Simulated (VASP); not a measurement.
# La2O (Fm-3m) in VASP: notebook

Runs on La2O. Level: PBE. Tasks: single point, relaxation of cell and atoms.

Everything below comes from runs of VASP 6.6.1. Logs are shortened: lines on timing, memory, paths and dates and some standing lists are left out, and cuts for length are marked.

## 1. The cell of the first run

It takes space group Fm-3m (No. 225, cubic). Conventional cell: a = 6.127 Å, b = 6.127 Å, c = 6.127 Å, α = 90.00°, β = 90.00°, γ = 90.00°. Within 3.5 Å of La (site symmetry -43m) lie 4 O at 2.65 Å and 6 La at 3.06 Å. O (site symmetry m-3m) has 8 La at 2.65 Å within 3.5 Å.

## 2. Single point, PBE

Contents of INCAR:

```
SYSTEM = La2O
  PREC = Accurate
  ENCUT = 520
  EDIFF = 1E-7
  ISMEAR = 0
  SIGMA = 0.1
  LREAL = .False.
  LASPH = .True.
  NELM = 80
  ALGO = Normal
  ISIF = 2
  LWAVE = .False.
  LCHARG = .True.
  GGA = PE
  LELF = .True.
  LVHAR = .True.
  NBANDS = 21
```

Contents of KPOINTS:

```
regular mesh
0
Gamma
  6 6 6
  0 0 0
```

Contents of POSCAR:

```
La2O
1.0
    0.0000000000      3.0633696600      3.0633696600
    3.0633696600      0.0000000000      3.0633696600
    3.0633696600      3.0633696600      0.0000000000
La O
2 1
Direct
    0.2500000000      0.2500000000      0.2500000000
    0.7500000000      0.7500000000      0.7500000000
    0.0000000000      0.0000000000      0.0000000000
```

Potentials or basis: VASP PAW PBE potentials, release 64 (La, O).

On the command line:

```
> cat potpaw_PBE.64/La/POTCAR potpaw_PBE.64/O/POTCAR > POTCAR
> mpirun -np 1 vasp_std > vasp.out
```

OUTCAR:

```text
SYSTEM = La2O
   PREC = Accurate
   ENCUT = 520
   EDIFF = 1E-7
   ISMEAR = 0
   LREAL = .False.
   LASPH = .True.
   NELM = 80
   ISIF = 2
   GGA = PE

 ion  position               nearest neighbor table
   1  0.250  0.250  0.250-   3 2.65   3 2.65   3 2.65   3 2.65   2 3.06   2 3.06   2 3.06   2 3.06
                             2 3.06   2 3.06
   2  0.750  0.750  0.750-   3 2.65   3 2.65   3 2.65   3 2.65   1 3.06   1 3.06   1 3.06   1 3.06
                             1 3.06   1 3.06
   3  0.000  0.000  0.000-   1 2.65   2 2.65   2 2.65   2 2.65   2 2.65   1 2.65   1 2.65   1 2.65

  LATTYP: Found a face centered cubic cell.
 ALAT       =     6.1267393200

  Lattice vectors:

 A1 = (   0.0000000000,   3.0633696600,   3.0633696600)
 A2 = (   3.0633696600,   0.0000000000,   3.0633696600)
 A3 = (   3.0633696600,   3.0633696600,   0.0000000000)

Analysis of symmetry for initial positions (statically):
=====================================================================
 Subroutine PRICEL returns:
 Original cell was already a primitive cell.

 Routine SETGRP: Setting up the symmetry group for a
 face centered cubic supercell.

 Subroutine GETGRP returns: Found 48 space group operations
 (whereof 48 operations were pure point group operations)
 out of a pool of 48 trial point group operations.

The static configuration has the point symmetry O_h .

Analysis of symmetry for dynamics (positions and initial velocities):
=====================================================================
 Subroutine PRICEL returns:
 Original cell was already a primitive cell.

 Routine SETGRP: Setting up the symmetry group for a
 face centered cubic supercell.

 Subroutine GETGRP returns: Found 48 space group operations
 (whereof 48 operations were pure point group operations)
 out of a pool of 48 trial point group operations.

The dynamic configuration has the point symmetry O_h .

 Subroutine INISYM returns: Found 48 space group operations
 (whereof 48 operations are pure point group operations),
 and found     1 'primitive' translations

----------------------------------------------------------------------------------------

                                     Primitive cell

  volume of cell :      57.4948

  direct lattice vectors                    reciprocal lattice vectors
     0.000000000  3.063369660  3.063369660    -0.163218957  0.163218957  0.163218957
     3.063369660  0.000000000  3.063369660     0.163218957 -0.163218957  0.163218957
     3.063369660  3.063369660  0.000000000     0.163218957  0.163218957 -0.163218957

  length of vectors
     4.332258920  4.332258920  4.332258920     0.282703526  0.282703526  0.282703526

  position of ions in fractional coordinates (direct lattice)
     0.250000000  0.250000000  0.250000000
     0.750000000  0.750000000  0.750000000
     0.000000000  0.000000000  0.000000000

  ion indices of the primitive-cell ions
   primitive index   ion index
                 1           1
                 2           2
                 3           3

----------------------------------------------------------------------------------------

 KPOINTS: regular mesh

Automatic generation of k-mesh.
 Grid dimensions read from file:
 generate k-points for:    6    6    6

 Generating k-lattice:

  Cartesian coordinates                     Fractional coordinates (reciprocal lattice)
    -0.027203159  0.027203159  0.027203159     0.166666667  0.000000000  0.000000000
     0.027203159 -0.027203159  0.027203159     0.000000000  0.166666667  0.000000000
     0.027203159  0.027203159 -0.027203159     0.000000000  0.000000000  0.166666667

  Length of vectors
     0.047117254  0.047117254  0.047117254

  Shift w.r.t. Gamma in fractional coordinates (k-lattice)
     0.000000000  0.000000000  0.000000000

 Subroutine IBZKPT returns following result:
 ===========================================

 Found     16 irreducible k-points:

 Following reciprocal coordinates:
            Coordinates               Weight
  0.000000  0.000000  0.000000      1.000000
  0.166667  0.000000  0.000000      8.000000
  0.333333  0.000000  0.000000      8.000000
  0.500000  0.000000  0.000000      4.000000
  0.166667  0.166667  0.000000      6.000000
  0.333333  0.166667  0.000000     24.000000
[... 8 lines left out ...]
 -0.333333  0.333333  0.166667     24.000000
 -0.333333  0.500000  0.166667     12.000000
   k-points           NKPTS =     16   k-points in BZ     NKDIM =     16   number of bands    NBANDS=     21
   number of dos      NEDOS =    301   number of ions     NIONS =      3
   total plane-waves  NPLWV =  32768
   dimension x,y,z NGX =    32 NGY =   32 NGZ =   32
   dimension x,y,z NGXF=    64 NGYF=   64 NGZF=   64
   ions per type =               2   1
   NGX,Y,Z   is equivalent  to a cutoff of  12.28, 12.28, 12.28 a.u.
   NGXF,Y,Z  is equivalent  to a cutoff of  24.56, 24.56, 24.56 a.u.
 SYSTEM =  La2O
   PREC   = accura    normal or accurate (medium, high low for compatibility)
   ISTART =      0    job   : 0-new  1-cont  2-samecut
   ICHARG =      2    charge: 1-file 2-atom 10-const
   ISPIN  =      1    spin polarized calculation?
   LNONCOLLINEAR =      F non collinear calculations
   LSORBIT =      F    spin-orbit coupling
   LASPH  =      T    aspherical Exc in radial PAW
   ENCUT  =  520.0 eV  38.22 Ry    6.18 a.u.   8.06  8.06  8.06*2*pi/ulx,y,z
   NELM   =     80;   NELMIN=  2; NELMDL= -5     # of ELM steps
   EDIFF  = 0.1E-06   stopping-criterion for ELM
   LREAL  =      F    real-space projection
   EDIFFG = 0.1E-05   stopping-criterion for IOM
   NSW    =      0    number of steps for IOM
   IBRION =     -1    ionic relax: 0-MD 1-quasi-New 2-CG
   NFREE  =      0    steps in history (QN), initial steepest desc. (CG)
   ISIF   =      2    stress and relaxation
   ISYM   =      2    0-nonsym 1-usesym 2-fastsym
   POTIM  = 0.5000    time-step for ionic-motion
   TEBEG  =    0.0;   TEEND  =   0.0 temperature during run
   PSTRESS=    0.0 pullay stress
   NELECT =      28.0000    total number of electrons
   NUPDOWN=      -1.0000    fix difference up-down
   EMIN   =  10.00;   EMAX   =-10.00  energy-range for DOS
   EFERMI =   0.00;   METHOD = LEGACY
   ISMEAR =     0;   SIGMA  =   0.10  broadening in eV -4-tet -1-fermi 0-gaus
   EFERMI_NEDOS =   21; number of points for ismear=-14 and -15
   IALGO  =     38    algorithm
   IMIX   =      4    mixing-type and parameters
     AMIX     =   0.40;   BMIX     =  1.00
     AMIX_MAG =   1.60;   BMIX_MAG =  1.00
  volume/ion in A,a.u.               =      19.16       129.33
  Fermi-wavevector in a.u.,A,eV,Ry     =   1.288007  2.433980 22.571536  1.658961
  Thomas-Fermi vector in A             =   2.419987
   LORBIT       =      0    0 simple, 1 ext, 2 COOP (PROOUT), +10 PAW based schemes
   GGA     = PE    functional components
   LHFCALC =     F    Hartree Fock is set to
   AEXX    =    0.0000 exact exchange contribution
   IVDW    =     0    specifies the selected vdW correction
   LEPSILON=     F    determine dielectric tensor
   LRPA    =     F    only Hartree local field effects (RPA)
 non-spin polarized calculation
 Gauss-broadening in eV      SIGMA  =   0.10
  energy-cutoff  :      520.00
  volume of cell :       57.49
 maximum number of plane-waves:      1572
   NGX = 17   NGY = 17   NGZ = 17

 number of electron      28.0000006 magnetization

 Free energy of the ion-electron system (eV)
  ---------------------------------------------------
  ext. energy  EPLUGINS =         0.00000000
  ---------------------------------------------------
  free energy    TOTEN  =       -18.19535275 eV

  energy without entropy =      -18.18991973  energy(sigma->0) =      -18.19263624

 E-fermi :  12.0569     XC(G=0): -11.2901

 val. band max:       11.7518708616   @ k =   0.3333   0.1667   0.0000
 cond. band min:      12.1217575220   @ k =  -0.3333   0.3333   0.0000
 fundamental gap:      0.3698866604
 Fermi energy:        12.0569104199

 k-point     1 :       0.0000    0.0000    0.0000
  band No.  band energies     occupation
      1     -21.6513      2.00000
      2     -20.0420      2.00000
      3      -7.3958      2.00000
      4      -5.7806      2.00000
      5      -5.7806      2.00000
      6      -5.7806      2.00000
[... 13 lines left out ...]
     20      13.9630      0.00000
     21      13.9632      0.00000

 k-point     2 :       0.1667    0.0000    0.0000
  band No.  band energies     occupation
      1     -21.5467      2.00000
      2     -20.1534      2.00000
      3      -7.6124      2.00000
      4      -5.6916      2.00000
      5      -5.6850      2.00000
      6      -5.6850      2.00000
[... 13 lines left out ...]
     20      13.9384      0.00000
     21      14.0524      0.00000

 k-point     3 :       0.3333    0.0000    0.0000
  band No.  band energies     occupation
      1     -21.2587      2.00000
      2     -20.4545      2.00000
      3      -8.0476      2.00000
      4      -5.3950      2.00000
      5      -5.3950      2.00000
      6      -5.3194      2.00000
[... 13 lines left out ...]
     20      13.9381      0.00000
     21      14.0453      0.00000
[... 265 lines left out ...]
 k-point    15 :      -0.3333    0.3333    0.1667
  band No.  band energies     occupation
      1     -20.8363      2.00000
      2     -20.8341      2.00000
      3      -8.7201      2.00000
      4      -6.4875      2.00000
      5      -5.2481      2.00000
      6      -4.9512      2.00000
[... 13 lines left out ...]
     20      13.7954      0.00000
     21      13.9944      0.00000

 k-point    16 :      -0.3333    0.5000    0.1667
  band No.  band energies     occupation
      1     -20.9557      2.00000
      2     -20.6922      2.00000
      3      -8.8766      2.00000
      4      -6.6476      2.00000
      5      -5.7104      2.00000
      6      -4.9849      2.00000
[... 13 lines left out ...]
     20      13.6764      0.00000
     21      14.0896      0.00000

------------------------ aborting loop because EDIFF is reached ----------------------------------------

  FORCE on cell =-STRESS in cart. coord.  units (eV):
  Direction    XX          YY          ZZ          XY          YZ          ZX
  --------------------------------------------------------------------------------------
  -------------------------------------------------------------------------------------
  Total        4.3098630      4.3098630      4.3098630      0.0000000      0.0000000      0.0000000
  in kB      120.1007824    120.1007824    120.1007824      0.0000000      0.0000000      0.0000000
  external PRESSURE =     120.1007824 kB  Pullay stress =       0.0000000 kB

 VOLUME and BASIS-vectors are now :
 -----------------------------------------------------------------------------
  energy-cutoff  :      520.00
  volume of cell :       57.49
      direct lattice vectors                 reciprocal lattice vectors
     0.000000000  3.063369660  3.063369660    -0.163218957  0.163218957  0.163218957
     3.063369660  0.000000000  3.063369660     0.163218957 -0.163218957  0.163218957
     3.063369660  3.063369660  0.000000000     0.163218957  0.163218957 -0.163218957

 POSITION                                       TOTAL-FORCE (eV/Angst)
 -----------------------------------------------------------------------------------
      1.53168      1.53168      1.53168        -0.000000     -0.000000     -0.000000
      4.59505      4.59505      4.59505         0.000000      0.000000     -0.000000
      0.00000      0.00000      0.00000         0.000000      0.000000      0.000000
 -----------------------------------------------------------------------------------
    total drift:                                0.000000     -0.000000      0.000000

  FREE ENERGIE OF THE ION-ELECTRON SYSTEM (eV)
  ---------------------------------------------------
  free  energy   TOTEN  =       -18.1953527526 eV

  energy  without entropy=      -18.1899197350  energy(sigma->0) =      -18.19263624
```

Wall time 19 s (1 thread of Intel Xeon Platinum 8488C (Sapphire Rapids), shared host); peak memory 0.18 GiB.

Results:

* Free energy: -18.1954 eV
* Pressure: 12.0 GPa
* Band gap on the k mesh: zero (band 14 reaches 12.29 eV, above the bottom of band 15 at 10.51 eV)

Levels at points of the mesh, in eV from the Fermi level:
```csv
k point,band 11,band 12,band 13,band 14,band 15,band 16,band 17,band 18
"(0.00, 0.00, 0.00)",-6.49,-6.49,-2.27,-2.27,-1.54,1.02,1.02,1.02
"(0.50, 0.00, 0.00)",-5.50,-4.88,-1.12,0.21,0.21,1.29,1.29,1.29
"(0.50, 0.50, 0.00)",-4.91,-4.91,-2.68,-1.09,0.40,0.99,1.19,1.40
```

Caveat: spin-orbit coupling is left out, which moves the levels of the heavy elements.

## 3. Single point, PBE

This run uses another cell than the first one, of 21.66 Å³/atom, 1.130 times its volume.

Contents of INCAR:

```
ALGO = Normal
EDIFF = 1E-7
ENCUT = 520
GGA = PE
ISIF = 2
ISMEAR = 0
LASPH = T
LCHARG = F
LREAL = F
LWAVE = F
NBANDS = 21
NELM = 80
PREC = Accurate
SIGMA = 0.1
```

Contents of KPOINTS:

```
k-points
0
Gamma
  6 6 6
```

Contents of POSCAR:

```
La2O
1.0
    0.0000000000      3.1911117170      3.1911117170
    3.1911117170      0.0000000000      3.1911117170
    3.1911117170      3.1911117170      0.0000000000
La O
2 1
Direct
    0.2500000000      0.2500000000      0.2500000000
    0.7500000000      0.7500000000      0.7500000000
    0.0000000000      0.0000000000      0.0000000000
```

Potentials or basis: VASP PAW PBE potentials, release 64 (La, O).

On the command line:

```
> cat potpaw_PBE.64/La/POTCAR potpaw_PBE.64/O/POTCAR > POTCAR
> mpirun -np 1 vasp_std > vasp.out
```

OUTCAR:

```text
EDIFF = 1E-7
   ENCUT = 520
   GGA = PE
   ISIF = 2
   ISMEAR = 0
   LASPH = T
   LREAL = F
   NELM = 80
   PREC = Accurate

 ion  position               nearest neighbor table
   1  0.250  0.250  0.250-   3 2.76   3 2.76   3 2.76   3 2.76   2 3.19   2 3.19   2 3.19   2 3.19
                             2 3.19   2 3.19
   2  0.750  0.750  0.750-   3 2.76   3 2.76   3 2.76   3 2.76   1 3.19   1 3.19   1 3.19   1 3.19
                             1 3.19   1 3.19
   3  0.000  0.000  0.000-   2 2.76   2 2.76   2 2.76   1 2.76   2 2.76   1 2.76   1 2.76   1 2.76

[... 570 lines left out ...]
  FORCE on cell =-STRESS in cart. coord.  units (eV):
  Direction    XX          YY          ZZ          XY          YZ          ZX
  --------------------------------------------------------------------------------------
  -------------------------------------------------------------------------------------
  Total        0.0155576      0.0155576      0.0155576      0.0000000     -0.0000000     -0.0000000
  in kB        0.3835279      0.3835279      0.3835279      0.0000000     -0.0000000     -0.0000000
  external PRESSURE =       0.3835279 kB  Pullay stress =       0.0000000 kB

 VOLUME and BASIS-vectors are now :
 -----------------------------------------------------------------------------
  energy-cutoff  :      520.00
  volume of cell :       64.99
      direct lattice vectors                 reciprocal lattice vectors
     0.000000000  3.191111717  3.191111717    -0.156685207  0.156685207  0.156685207
     3.191111717  0.000000000  3.191111717     0.156685207 -0.156685207  0.156685207
     3.191111717  3.191111717  0.000000000     0.156685207  0.156685207 -0.156685207

 POSITION                                       TOTAL-FORCE (eV/Angst)
 -----------------------------------------------------------------------------------
      1.59556      1.59556      1.59556        -0.000000     -0.000000     -0.000000
      4.78667      4.78667      4.78667         0.000000      0.000000      0.000000
      0.00000      0.00000      0.00000        -0.000000      0.000000      0.000000
 -----------------------------------------------------------------------------------
    total drift:                                0.000000      0.000000      0.000000

  FREE ENERGIE OF THE ION-ELECTRON SYSTEM (eV)
  ---------------------------------------------------
  free  energy   TOTEN  =       -18.4502236253 eV

  energy  without entropy=      -18.4455368274  energy(sigma->0) =      -18.44788023
```

OSZICAR:

```text
N       E                     dE             d eps       ncg     rms          rms(c)
DAV:   1     0.300371072191E+03    0.30037E+03   -0.10141E+04   696   0.200E+03
DAV:   2     0.350549316981E+02   -0.26532E+03   -0.25864E+03  1032   0.334E+02
DAV:   3    -0.147147852602E+02   -0.49770E+02   -0.47189E+02  1096   0.168E+02
DAV:   4    -0.190255719816E+02   -0.43108E+01   -0.41360E+01  1256   0.417E+01
DAV:   5    -0.194159193366E+02   -0.39035E+00   -0.38414E+00  1200   0.123E+01    0.768E+00
DAV:   6    -0.185898846747E+02    0.82603E+00   -0.11939E+01  1032   0.163E+01    0.507E+00
DAV:   7    -0.184531978337E+02    0.13669E+00   -0.19113E+00  1320   0.107E+01    0.230E+00
DAV:   8    -0.184542220456E+02   -0.10242E-02   -0.19599E-01  1080   0.337E+00    0.606E-01
DAV:   9    -0.184501067211E+02    0.41153E-02   -0.32845E-02  1280   0.154E+00    0.202E-01
DAV:  10    -0.184502239607E+02   -0.11724E-03   -0.28740E-03  1096   0.387E-01    0.676E-02
DAV:  11    -0.184502263565E+02   -0.23957E-05   -0.10047E-03  1248   0.205E-01    0.251E-02
DAV:  12    -0.184502248385E+02    0.15179E-05   -0.21062E-04  1104   0.975E-02    0.867E-03
DAV:  13    -0.184502235646E+02    0.12739E-05   -0.24072E-05  1288   0.354E-02    0.383E-03
DAV:  14    -0.184502235770E+02   -0.12375E-07   -0.14834E-06  1112   0.830E-03    0.148E-03
DAV:  15    -0.184502236253E+02   -0.48237E-07   -0.61199E-07   984   0.529E-03
   1 F= -.18450224E+02 E0= -.18447880E+02  d E =-.468680E-02
```

stdout:

```text
POSCAR found type information on POSCAR LaO
 POSCAR found :  2 types and       3 ions
 scaLAPACK will be used
 LDA part: xc-table for (Slater+PW92), standard interpolation
 POSCAR, INCAR and KPOINTS ok, starting setup
 FFT: planning ... GRIDC
 FFT: planning ... GRID_SOFT
 FFT: planning ... GRID
 WAVECAR not read
 entering main loop
```

Run time: 27 s. Hardware: 1 thread of Intel Xeon Platinum 8488C (Sapphire Rapids), shared host; peak memory 0.21 GiB.

Results:

```
Free energy            : -18.4502 eV
Pressure               : 0.0 GPa
Band gap on the k mesh : zero (band 14 reaches 10.78 eV, above the bottom of band 15 at 8.73 eV)
```

Caveat: spin-orbit coupling is left out, which moves the levels of the heavy elements.

(Continued in part 2 of 2.)
